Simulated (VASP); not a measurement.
A run of VASP 6.6.1 is set up as follows.

The input INCAR:

```
PREC = Accurate
ENCUT = 600
EDIFF = 1E-6
ISMEAR = 0
SIGMA = 0.1
LREAL = False
LASPH = True
NELM = 100
ALGO = Fast
ISIF = 3
LWAVE = False
LCHARG = False
GGA = PE
IBRION = 2
NSW = 90
EDIFFG = -0.04
```

Contents of KPOINTS:

```
Automatic mesh
0
Gamma
  9 9 4
```

POSCAR

```
B2O
1.0
    2.8790011400      0.0000000000      0.0000000000
   -1.4395005700      2.4932882800      0.0000000000
    0.0000000000      0.0000000000      7.0520000500
B O
4 2
Direct
    0.0000000000      0.0000000000      0.3800000000
    0.0000000000      0.0000000000      0.6200000000
    0.6666666900      0.3333333400      0.0230000000
    0.3333333400      0.6666666900      0.9770000000
    0.6666666900      0.3333333400      0.3059999900
    0.3333333400      0.6666666900      0.6940000100
```

Potentials or basis: VASP PAW PBE potentials, release 64 (B, O).

Command:

```bash
$ cat potpaw_PBE.64/B/POTCAR potpaw_PBE.64/O/POTCAR > POTCAR
$ mpirun -np 1 vasp_std > vasp.out
```

(1) Estimate the space group after relaxing (to 0.1 Å).

(2) What does it give for the relaxed volume?

(3) Predict the relaxed cell.

## Answers

(1) P-3m1 (No. 164).

(2) 8.76 Å³/atom.

(3) a = 2.553 Å, b = 2.553 Å, c = 9.317 Å, α = 90.00°, β = 90.00°, γ = 120.00°.

Caveat: a cell axis changed by over 15 % at a fixed basis, so the end point is rough; this functional lacks dispersion, which binds the layers, so the pressure and a relaxed spacing across them are unreliable.
